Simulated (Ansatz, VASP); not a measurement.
LaNb2O2 in VASP and in Ansatz

```
La Nb O
1.0
     3.14623    0.00000    0.00000
     0.00000    5.78703    0.00000
     0.00000    0.00000    6.50730
La Nb O
1 2 2
Direct
  0.50000 0.00000 0.00000
  0.50000 0.81606 0.50000
  0.50000 0.18394 0.50000
  0.50000 0.50000 0.50000
  0.00000 0.50000 0.00000
```

Alike in both runs: functional PBE; k mesh 6 × 4 × 4; occupations gaussian, width 0.1 eV; no spin polarisation.

Ansatz relaxed the structure, and its values are those at the end. VASP's run is a single point on that final structure, the one shown.

```csv
,VASP,Ansatz
version,VASP 6.6.1,Ansatz 0.2.0
potentials or method,"VASP PAW PBE potentials, release 64 (La, Nb_sv, O), cutoff 520 eV","scalar-relativistic, plane waves, PAW"
valence electrons in the cell,49,49
```

|  | VASP | Ansatz | Ansatz less VASP |
| --- | --- | --- | --- |
| gap on the k mesh at the Fermi level (eV) | none | none | - |
| pressure (GPa) | -0.2 | 0.0 | +0.17 |
| rms of the force components (eV/Å) | 0.016 | 0.002 | -0.0142 |

A gap of «none» marks a metal or a gap that the smearing closes.

Spin-orbit coupling is off throughout.
